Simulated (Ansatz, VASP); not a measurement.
## One calculation of CaO, two programs

Contents of INCAR:

```
PREC = Accurate ; ENCUT = 520
EDIFF = 1E-8 ; ISMEAR = -1
SIGMA = 0.05 ; LREAL = False
LASPH = True ; NELM = 80
ALGO = Normal ; ISIF = 2
LWAVE = False ; LCHARG = False
GGA = PE ; LEFG = True
NBANDS = 15
```

KPOINTS

```
regular mesh
0
Gamma
  12 12 12
```

POSCAR

```
CaO
1.0
    0.0000000000      2.4626357528      2.4626357528
    2.4626357528      0.0000000000      2.4626357528
    2.4626357528      2.4626357528      0.0000000000
Ca O
1 1
Direct
    0.0000000000      0.0000000000      0.0000000000
    0.5000000000      0.5000000000      0.5000000000
```

Input for Ansatz:

```yaml
crystal:
  lattice:
    - [0.0, 2.4626357528, 2.4626357528]
    - [2.4626357528, 0.0, 2.4626357528]
    - [2.4626357528, 2.4626357528, 0.0]
  atoms:
    - { symbol: Ca, position: [0.0, 0.0, 0.0] }
    - { symbol: O, position: [0.5, 0.5, 0.5] }
kpoints:
  mp_grid: { grid: [12, 12, 12] }
scf:
  occupations: { method: fermi_dirac, width: 0.05 }
hamiltonian:
  xc: pbe
  pseudopotentials: { kind: paw }
output:
  forces: true
  stress: true
  eigenvalues: true
  efg: { contact_densities: true }
```

Change from the starting cell: volume scaled by 1.06, PAW files.

Alike in both runs: task electric field gradients; functional PBE; k mesh 12 × 12 × 12; occupations fermi-dirac, width 0.05 eV; no spin polarisation.

```csv
,VASP,Ansatz
version,VASP 6.6.1,Ansatz 0.2.0
potentials or method,"VASP PAW PBE potentials, release 64 (Ca_sv, O)","PAW with Ansatz's default frozen-core files, scalar-relativistic"
plane-wave cutoff (eV),520,420
valence electrons in the cell,16,16
```

Ansatz gave:

- gap on the k mesh at the Fermi level (eV): 3.66
- pressure (GPa): -5.4

Problem. Which values does VASP return?

Solution. gap on the k mesh at the Fermi level (eV): 3.64; pressure (GPa): -5.0.
